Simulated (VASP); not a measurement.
A run of VASP 6.6.1 is set up as follows.

INCAR

```
PREC = Accurate
ENCUT = 520
EDIFF = 1E-6
ISMEAR = 0
SIGMA = 0.05
LREAL = Auto
LASPH = True
NELM = 80
ALGO = Normal
ISIF = 2
LWAVE = False
LCHARG = False
GGA = PS
NBANDS = 48
```

Contents of KPOINTS:

```
regular mesh
0
Gamma
  2 3 1
```

File POSCAR:

```
Al
1.0
    8.1000000000      0.0000000000      0.0000000000
    0.0000000000      5.7275650000      0.0000000000
    0.0000000000      0.0000000000     16.7275650000
Al
21
Direct
    0.0000000000      0.0000000000      0.0597815600
    0.5000000000      0.0000000000      0.0597815600
    0.0000000000      0.4999999900      0.0597815600
    0.5000000000      0.4999999900      0.0597815600
    0.2500000000      0.2500000000      0.1453822600
    0.7500000000      0.2500000000      0.1453822600
    0.2500000000      0.7499999900      0.1453822600
    0.7500000000      0.7499999900      0.1453822600
   -0.0043875047     -0.0007621232      0.2245413328
    0.5043659005     -0.0006973472      0.2245262073
   -0.0043601725      0.5007925299      0.2245283680
    0.5043864210      0.5008455190      0.2245213772
    0.2499524970      0.2502569011      0.3084949585
    0.7500344423      0.2500310873      0.3147514928
    0.2499882912      0.7502765323      0.3013726710
    0.7500235990      0.7500855433      0.3174547449
    0.0061975655      0.0042824166      0.3867195476
    0.4937458293      0.0040834219      0.3866816207
    0.0061539378      0.4960991255      0.3866915888
    0.4938315259      0.4961566963      0.3866839803
    0.2500809441      0.7500622522      0.4610824824
```

Potentials or basis: VASP PAW PBE potentials, release 64 (Al).

Launch:

```bash
$ cat potpaw_PBE.64/Al/POTCAR > POTCAR
$ mpirun -np 1 vasp_std > vasp.out
```

Question: Estimate the largest force.

Answer: 0.673 eV/Å.

Question: Estimate the band gap on the k mesh.

Answer: Zero (an odd number of electrons rules out a gap without spin polarisation).

Forces on the atoms (eV/Å):
```
Al  -0.021 -0.057  0.425
Al   0.021 -0.056  0.424
Al  -0.021  0.057  0.424
Al   0.021  0.056  0.424
Al   0.000  0.000 -0.464
Al   0.000  0.000 -0.415
Al   0.000  0.000 -0.673
Al   0.000  0.000 -0.169
Al  -0.001  0.001 -0.001
Al   0.002  0.001  0.000
Al  -0.002  0.000 -0.001
Al   0.000 -0.001  0.001
Al   0.003 -0.001 -0.005
Al  -0.004  0.001 -0.005
Al   0.000 -0.002  0.003
Al   0.000  0.000  0.000
Al  -0.006 -0.007  0.006
Al   0.010  0.000  0.006
Al  -0.006  0.007  0.007
Al   0.008  0.001  0.005
Al  -0.004 -0.001  0.008
```

Caveat: the k points lie up to 0.39 Å⁻¹ apart, too coarse for converged energies and pressures of a metal; there is no dipole correction, which matters where the two faces differ; the PAW data sets were made with another functional, which shifts forces and pressure a little.
